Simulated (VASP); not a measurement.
A run of VASP 6.6.1 is set up as follows.

File INCAR:

```
SYSTEM = Tl
  ALGO = Normal
  EDIFF = 1E-7
  ENCUT = 520
  GGA = PE
  ISIF = 2
  ISMEAR = -1
  LASPH = .TRUE.
  LCHARG = .FALSE.
  LREAL = .FALSE.
  LWAVE = .FALSE.
  NBANDS = 12
  NELM = 80
  PREC = Accurate
  SIGMA = 0.05
```

KPOINTS

```
k-points
0
G
  13 13 13
  0 0 0
```

File POSCAR:

```
Tl
1.0
   -1.9312950000      1.9312950000      1.9410000000
    1.9312950000     -1.9312950000      1.9410000000
    1.9507050000      1.9507050000     -1.9410000000
Tl
1
Direct
    0.0000000000      0.0000000000      0.0000000000
```

Potentials or basis: VASP PAW PBE potentials, release 64 (Tl_d).

The run is started by

```bash
$ cat potpaw_PBE.64/Tl_d/POTCAR > POTCAR
$ mpirun -np 1 vasp_std > vasp.out
```

Predict the pressure.

2.2 GPa.

Stress tensor (GPa, compression positive):
```
 2.22 -0.09  0.00
-0.09  2.22  0.00
 0.00  0.00  2.23
```

Caveat: the cell differs from its parent crystal (xy shear strain of +1 %).
